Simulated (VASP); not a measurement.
Input of a VASP 6.6.1 run:

Contents of INCAR:

```
SYSTEM = Ti
PREC = Accurate
ENCUT = 520
EDIFF = 1E-6
ISMEAR = -1
SIGMA = 0.06122561905347299
LREAL = .FALSE.
LASPH = .TRUE.
NELM = 60
ALGO = Normal
ISIF = 2
LWAVE = .FALSE.
LCHARG = .FALSE.
GGA = PE
NBANDS = 12
```

File KPOINTS:

```
Automatic mesh
0
G
  47 47 47
  0 0 0
```

File POSCAR:

```
Ti
1.0
   -1.6062692573      1.6062692573      1.6062692573
    1.6062692573     -1.6062692573      1.6062692573
    1.6062692573      1.6062692573     -1.6062692573
Ti
1
Direct
    0.0000000000      0.0000000000      0.0000000000
```

Potentials or basis: VASP PAW PBE potentials, release 64 (Ti_sv).

The run is started by

```bash
$ cat potpaw_PBE.64/Ti_sv/POTCAR > POTCAR
$ mpirun -np 1 vasp_std > vasp.out
```

Problem. Estimate the band gap on the k mesh.

Solution. Zero (bands 6 and 7 overlap by 1.70 eV).

Problem. What does it give for the pressure?

Solution. 4.3 GPa.

Caveat: the cell stands under pressure.
